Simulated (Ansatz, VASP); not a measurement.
## TaS2: VASP beside Ansatz

```
Ta S
1.0
     3.35000    0.00000    0.00000
    -1.67500    2.90119    0.00000
     0.00000    0.00000    6.03580
Ta S
1 2
Direct
  0.00000 0.00000 0.00000
  0.33333 0.66667 0.25000
  0.66667 0.33333 0.75000
```

Change from the starting cell: zz strain of +3 %, crystal datasets.

Alike in both runs: task electric field gradients; functional LDA; k mesh 9 × 9 × 5; occupations fermi-dirac, width 0.03 eV; no spin polarisation.

|  | VASP | Ansatz |
| --- | --- | --- |
| version | VASP 6.6.1 | Ansatz 0.2.0 |
| potentials or method | VASP PAW LDA potentials, release 64 (Ta_pv, S), cutoff 400 eV | all-electron PAW with datasets made for the crystal, scalar-relativistic |

VASP gave:

```
pressure (GPa)                                                : -2.4
traceless stress, the component that is largest in VASP (GPa) : 1.51
rms of the force components (eV/Å)                            : 0.066
size of Vzz on the site where it differs most (V/Å²)          : 145.4
```

Task: What did Ansatz give for the same quantities?

Result: Pressure (GPa): -2.6; traceless stress, the component that is largest in VASP (GPa): 1.47; rms of the force components (eV/Å): 0.043; size of Vzz on the site where it differs most (V/Å²): 176.0.

LDA's correlation is that of Perdew and Zunger in VASP and of Perdew and Wang (1992) in Ansatz. Atom by atom the forces differ by 0.022 eV/Å (rms over components). Ansatz ran all-electron here, and VASP with PAW potentials.

Spin-orbit coupling is off throughout.
